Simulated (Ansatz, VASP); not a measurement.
MgS: VASP beside Ansatz

```
Mg S
1.0
     0.00000    2.60165    2.60165
     2.60165    0.00000    2.60165
     2.60165    2.60165    0.00000
Mg S
1 1
Direct
  0.00000 0.00000 0.00000
  0.50000 0.50000 0.50000
```

Alike in both runs: task single point; functional PBE; k mesh 12 × 12 × 12; occupations gaussian, width 0.05 eV; no spin polarisation.

|  | VASP | Ansatz |
| --- | --- | --- |
| version | VASP 6.6.1 | Ansatz 0.2.0 |
| potentials or method | VASP PAW PBE potentials, release 64 (Mg, S), cutoff 600 eV | scalar-relativistic, plane waves, PAW |
| valence electrons in the cell | 8 | 16 |

|  | VASP | Ansatz | Ansatz less VASP |
| --- | --- | --- | --- |
| gap on the k mesh at the Fermi level (eV) | 2.78 | 2.79 | +0.015 |
| least direct gap on the mesh (eV) | 3.71 | 3.72 | +0.012 |
| pressure (GPa) | 0.9 | 1.2 | +0.28 |

With one functional, cell and mesh, what is left measures potentials, basis and numerics. VASP's potentials hold 8 valence electrons a cell and Ansatz's 16, so a difference there can come from the potentials and not from the codes.
